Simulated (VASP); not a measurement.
Input of a VASP 6.6.1 run:

The input INCAR:

```
PREC = Accurate
ENCUT = 520
EDIFF = 1E-6
ISMEAR = 0
SIGMA = 0.1
LREAL = F
LASPH = T
NELM = 60
ALGO = Normal
ISIF = 2
LWAVE = F
LCHARG = F
LDIPOL = T
IDIPOL = 3
DIPOL = 0.5 0.5 0.317
GGA = PE
NBANDS = 72
```

File KPOINTS:

```
regular mesh
0
Gamma
  5 5 1
```

The input POSCAR:

```
HPt12
1.0
    5.6143281324      0.0000000000      0.0000000000
    0.0000000000      5.6143281324      0.0000000000
    0.0000000000      0.0000000000     19.3513900856
Pt H
12 1
Direct
    0.2500000000      0.2500000000      0.2067034969
    0.2500000000      0.7500000000      0.2067034969
    0.7500000000      0.2500000000      0.2067034969
    0.7500000000      0.7500000000      0.2067034969
    0.0000000000      0.0000000000      0.3062505494
    0.0000000000      0.5000000000      0.3062505494
    0.5000000000      0.0000000000      0.3062505494
    0.5000000000      0.5000000000      0.3062505494
    0.2500000000      0.2500000000      0.4057274465
    0.2500000000      0.7500000000      0.4057274465
    0.7500000000      0.2500000000      0.4057274465
    0.7500000000      0.7500000000      0.4057274465
    0.4166666667      0.5000000000      0.4445122168
```

Potentials or basis: VASP PAW PBE potentials, release 64 (Pt, H).

The run is started by

```sh
$ cat potpaw_PBE.64/Pt/POTCAR potpaw_PBE.64/H/POTCAR > POTCAR
$ mpirun -np 1 vasp_std > vasp.out
```

**Question.** Estimate the largest force.

**Answer.** 0.507 eV/Å.

**Question.** Estimate the band gap on the k mesh.

**Answer.** Zero (an odd number of electrons rules out a gap without spin polarisation).

Forces in eV/Å, atoms in the order of the input:
```
Pt  -0.029 -0.041  0.019
Pt  -0.029  0.041  0.019
Pt  -0.013 -0.006 -0.071
Pt  -0.013  0.006 -0.071
Pt   0.006  0.000  0.236
Pt  -0.089  0.000 -0.254
Pt   0.059  0.000 -0.227
Pt   0.104  0.000 -0.496
Pt   0.118  0.000  0.341
Pt   0.118  0.000  0.341
Pt   0.097 -0.078  0.080
Pt   0.097  0.078  0.080
H   -0.425  0.000  0.003
```

Caveat: spin-orbit coupling is left out, which moves the levels of the heavy elements.
